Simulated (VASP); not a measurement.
# Co (Fd-3m) in VASP: further runs, part 4 of 4

VASP 6.6.1.

### 7 Single point, RPBE, collinear spin, ferromagnetic start

This run uses another cell than the first one, of 16.97 Å³/atom, 1.104 times its volume.

INCAR

```
SYSTEM = Co
PREC = Accurate
ENCUT = 520
EDIFF = 1E-6
ISMEAR = -1
SIGMA = 0.05
LREAL = .False.
LASPH = .True.
NELM = 150
ALGO = Normal
ISIF = 2
LWAVE = .False.
LCHARG = .False.
ISPIN = 2
MAGMOM = -1.791 -1.791
LORBIT = 11
LMAXMIX = 4
GGA = RP
NBANDS = 20
```

KPOINTS

```
regular mesh
0
Gamma
  17 17 17
  0 0 0
```

POSCAR

```
Co
1.0
    0.0000000000      2.5695412674      2.5695412674
    2.5695412674      0.0000000000      2.5695412674
    2.5695412674      2.5695412674      0.0000000000
Co
2
Direct
    0.1250000000      0.1250000000      0.1250000000
    0.8750000000      0.8750000000      0.8750000000
```

Potentials or basis: VASP PAW PBE potentials, release 64 (Co).

The run is started by

```bash
$ cat potpaw_PBE.64/Co/POTCAR > POTCAR
$ mpirun -np 1 vasp_std > vasp.out
```

OUTCAR:

```text
SYSTEM = Co
   PREC = Accurate
   ENCUT = 520
   EDIFF = 1E-6
   ISMEAR = -1
   LREAL = .False.
   LASPH = .True.
   NELM = 150
   ISIF = 2
   ISPIN = 2
   LORBIT = 11
   GGA = RP

 ion  position               nearest neighbor table
   1  0.125  0.125  0.125-   2 2.23   2 2.23   2 2.23   2 2.23
   2  0.875  0.875  0.875-   1 2.23   1 2.23   1 2.23   1 2.23

  LATTYP: Found a face centered cubic cell.
 ALAT       =     5.1390825348

  Lattice vectors:

 A1 = (   0.0000000000,   2.5695412674,   2.5695412674)
 A2 = (   2.5695412674,   0.0000000000,   2.5695412674)
 A3 = (   2.5695412674,   2.5695412674,   0.0000000000)

Analysis of symmetry for initial positions (statically):
=====================================================================
 Subroutine PRICEL returns:
 Original cell was already a primitive cell.

 Routine SETGRP: Setting up the symmetry group for a
 face centered cubic supercell.

 Subroutine GETGRP returns: Found 48 space group operations
 (whereof 12 operations were pure point group operations)
 out of a pool of 48 trial point group operations.

The static configuration has the point symmetry D_3d.
 The point group associated with its full space group is O_h .

Analysis of symmetry for dynamics (positions and initial velocities):
=====================================================================
 Subroutine PRICEL returns:
 Original cell was already a primitive cell.

 Routine SETGRP: Setting up the symmetry group for a
 face centered cubic supercell.

 Subroutine GETGRP returns: Found 48 space group operations
 (whereof 12 operations were pure point group operations)
 out of a pool of 48 trial point group operations.

The dynamic configuration has the point symmetry D_3d.
 The point group associated with its full space group is O_h .

Analysis of structural, dynamic, and magnetic symmetry:
=====================================================================
 Subroutine PRICEL returns:
 Original cell was already a primitive cell.

 Routine SETGRP: Setting up the symmetry group for a
 face centered cubic supercell.

[... 148 lines left out ...]
  free energy    TOTEN  =       -10.60386975 eV

  energy without entropy =      -10.58712766  energy(sigma->0) =      -10.59549870

 E-fermi :   5.1209     XC(G=0): -10.5513

 val. band max:        5.1171550795   @ k =  -0.1176   0.1765   0.0588
 cond. band min:       5.1226836637   @ k =  -0.3529   0.2941   0.0588
 fundamental gap:      0.0055285842
 Fermi energy:         5.1208885025

 spin component 1

 k-point     1 :       0.0000    0.0000    0.0000
  band No.  band energies     occupation
      1      -1.1046      1.00000
      2       3.4824      1.00000
      3       3.4824      1.00000
      4       3.4824      1.00000
      5       3.5453      1.00000
      6       3.5453      1.00000
[... 541 lines left out ...]
     19      20.2469      0.00000
     20      21.8918      0.00000

 [... further k-points ...]

 spin component 2

 k-point     1 :       0.0000    0.0000    0.0000
  band No.  band energies     occupation
      1      -1.1439      1.00000
      2       1.7935      1.00000
      3       1.7935      1.00000
      4       1.9978      1.00000
      5       1.9978      1.00000
      6       1.9978      1.00000
[... 541 lines left out ...]
     19      20.2071      0.00000
     20      21.8477      0.00000

 [... further k-points ...]

------------------------ aborting loop because EDIFF is reached ----------------------------------------

  FORCE on cell =-STRESS in cart. coord.  units (eV):
  Direction    XX          YY          ZZ          XY          YZ          ZX
  --------------------------------------------------------------------------------------
  -------------------------------------------------------------------------------------
  Total       -0.1086281     -0.1086281     -0.1086281      0.0000000      0.0000000      0.0000000
  in kB       -5.1292728     -5.1292728     -5.1292728      0.0000000      0.0000000      0.0000000
  external PRESSURE =      -5.1292728 kB  Pullay stress =       0.0000000 kB

 VOLUME and BASIS-vectors are now :
 -----------------------------------------------------------------------------
  energy-cutoff  :      520.00
  volume of cell :       33.93
      direct lattice vectors                 reciprocal lattice vectors
     0.000000000  2.569541267  2.569541267    -0.194587262  0.194587262  0.194587262
     2.569541267  0.000000000  2.569541267     0.194587262 -0.194587262  0.194587262
     2.569541267  2.569541267  0.000000000     0.194587262  0.194587262 -0.194587262

 POSITION                                       TOTAL-FORCE (eV/Angst)
 -----------------------------------------------------------------------------------
      0.64239      0.64239      0.64239        -0.000000     -0.000000     -0.000000
      4.49670      4.49670      4.49670         0.000000      0.000000      0.000000
 -----------------------------------------------------------------------------------
    total drift:                                0.000000      0.000000     -0.000000

  FREE ENERGIE OF THE ION-ELECTRON SYSTEM (eV)
  ---------------------------------------------------
  free  energy   TOTEN  =       -10.6038697466 eV

  energy  without entropy=      -10.5871276587  energy(sigma->0) =      -10.59549870

 total charge

# of ion       s       p       d       tot
------------------------------------------
    1        0.522   0.329   7.293   8.144
    2        0.522   0.329   7.293   8.144
--------------------------------------------------
tot          1.044   0.659  14.586  16.289

 magnetization (x)

# of ion       s       p       d       tot
------------------------------------------
    1        0.031   0.018  -1.801  -1.751
    2        0.031   0.018  -1.801  -1.751
--------------------------------------------------
tot          0.062   0.037  -3.601  -3.503
```

OSZICAR:

```text
N       E                     dE             d eps       ncg     rms          rms(c)
DAV:   1     0.916169127017E+02    0.91617E+02   -0.77631E+03 13304   0.105E+03
DAV:   2    -0.707521964653E+01   -0.98692E+02   -0.87785E+02 13308   0.203E+02
DAV:   3    -0.115353400058E+02   -0.44601E+01   -0.42786E+01 15020   0.549E+01
DAV:   4    -0.116016531670E+02   -0.66313E-01   -0.66261E-01 15792   0.609E+00
DAV:   5    -0.116037480949E+02   -0.20949E-02   -0.20948E-02 15832   0.101E+00    0.105E+01
DAV:   6    -0.112805716722E+02    0.32318E+00   -0.88796E+00 15456   0.488E+01    0.905E+00
DAV:   7    -0.105724936801E+02    0.70808E+00   -0.21094E+00 15852   0.229E+01    0.347E+00
DAV:   8    -0.106078646659E+02   -0.35371E-01   -0.52056E-02 17872   0.194E+00    0.185E+00
DAV:   9    -0.105950714752E+02    0.12793E-01   -0.21115E-02 16108   0.163E+00    0.111E+00
DAV:  10    -0.105980553223E+02   -0.29838E-02   -0.14174E-03 14560   0.404E-01    0.907E-01
DAV:  11    -0.106036822395E+02   -0.56269E-02   -0.40242E-03 17608   0.905E-01    0.103E-01
DAV:  12    -0.106038572665E+02   -0.17503E-03   -0.47952E-04 13676   0.185E-01    0.335E-02
DAV:  13    -0.106038648808E+02   -0.76143E-05   -0.27744E-05 14944   0.347E-02    0.318E-02
DAV:  14    -0.106038706454E+02   -0.57646E-05   -0.96409E-06 14964   0.270E-02    0.121E-02
DAV:  15    -0.106038697466E+02    0.89876E-06   -0.13289E-06 12848   0.142E-02
   1 F= -.10603870E+02 E0= -.10595499E+02  d E =-.167421E-01  mag=    -3.4932
```

stdout:

```text
POSCAR found type information on POSCAR Co
 POSCAR found :  1 types and       2 ions
 scaLAPACK will be used
 -----------------------------------------------------------------------------
|                                                                             |
|                                                                             |
|     You enforced a specific xc type in the INCAR file but a different       |
|     I HOPE YOU KNOW WHAT YOU ARE DOING!                                     |
|                                                                             |
 -----------------------------------------------------------------------------

 LDA part: xc-table for (Slater+PW92), standard interpolation
 POSCAR, INCAR and KPOINTS ok, starting setup
 FFT: planning ... GRIDC
 FFT: planning ... GRID_SOFT
 FFT: planning ... GRID
 WAVECAR not read
 entering main loop
```

Wall time 90 s (1 thread of Intel Xeon 6975P-C (Granite Rapids), shared host); peak memory 0.28 GiB.

Results:

| Item | Value |
| --- | --- |
| Free energy | -10.6039 eV |
| Pressure | -0.5 GPa |
| Net moment | -3.49 μB per cell |
| Site moments | Co -1.75 μB |
| Valence electrons inside the program's atomic spheres | Co 8.14 |

Caveat: the PAW data sets were made with another functional, which shifts forces and pressure a little.

### 8 Overview

```csv
task,spin,cell,k mesh,cutoff (eV),smearing,gap on the mesh (eV),pressure (GPa)
single point,off,"a = 3.516 Å, angles 60.0°, 2 atoms",12 × 12 × 12,520,fermi-dirac 0.1 eV,none,-0.7
single point,off,"a = 3.652 Å, angles 60.0°, 2 atoms",12 × 12 × 12,520,fermi-dirac 0.1 eV,none,-10.4
relaxation of cell and atoms,off,"relaxed from a = 3.484 Å, angles 60.0°, 2 atoms",11 × 11 × 11,600,fermi-dirac 0.1 eV,none,0.0
single point,off,"a = 3.516 Å, angles 60.0°, 2 atoms",18 × 18 × 18,520,fermi-dirac 0.1 eV,none,-0.7
single point,"collinear, ferromagnetic start","a = 3.634 Å, angles 60.0°, 2 atoms",17 × 17 × 17,520,fermi-dirac 0.05 eV,none,-0.5
```

Alike in all rows: level RPBE; potentials or basis VASP PAW PBE potentials, release 64 (Co).

Caveats: the PAW data sets were made with another functional, which shifts forces and pressure a little.

Total energies depend on the potentials used, so only differences within one code and one set of settings carry meaning.
